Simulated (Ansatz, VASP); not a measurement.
# Sn in VASP and in Ansatz

File INCAR:

```
SYSTEM = Sn
ALGO = Normal ; EDIFF = 1E-6
ENCUT = 520 ; GGA = PS
ISIF = 2 ; ISMEAR = -1
LASPH = .True. ; LCHARG = .False.
LREAL = .False. ; LWAVE = .False.
NBANDS = 13 ; NELM = 100
PREC = Accurate ; SIGMA = 0.1
```

The input KPOINTS:

```
k-points
0
Gamma
  8 8 8
  0 0 0
```

The input POSCAR:

```
Sn
1.0
   -1.6656646843      1.7676220617      2.2336292710
    1.6656646843     -1.7676220617      2.2336292710
    1.6656646843      1.7676220617     -2.2336292710
Sn
1
Direct
    0.0033238040     -0.0009931105     -0.0019548735
```

Input for Ansatz:

```yaml
crystal:
  lattice:
    - [-1.6656646842716238, 1.767622061735263, 2.2336292709698613]
    - [1.6656646842716225, -1.767622061735263, 2.2336292709698586]
    - [1.6656646842716225, 1.7676220617352616, -2.233629270969861]
  atoms:
    - { symbol: Sn, position: [0.003323804034760497, -0.0009931105435183412, -0.001954873461785581] }
kpoints:
  mp_grid:
    grid: [8, 8, 8]
hamiltonian:
  xc: pbesol
  pseudopotentials:
    kind: paw
scf:
  occupations:
    method: fermi_dirac
output:
  forces: true
  stress: true
```

Alike in both runs: task single point; functional PBEsol; k mesh 8 × 8 × 8; no spin polarisation.

|  | VASP | Ansatz |
| --- | --- | --- |
| version | VASP 6.6.1 | Ansatz 0.2.0 |
| potentials or method | VASP PAW PBE potentials, release 64 (Sn_d) | plane waves, PAW |
| plane-wave cutoff (eV) | 520 | 420 |
| occupations | fermi-dirac, width 0.1 eV | fermi-dirac |
| valence electrons in the cell | 14 | 14 |

```tsv
	VASP	Ansatz	Ansatz less VASP
pressure (GPa)	0.1	0.2	+0.04
traceless stress, the component that is largest in VASP (GPa)	0.31	0.31	0.000
```

VASP's potentials were made for PBE, not for PBEsol.
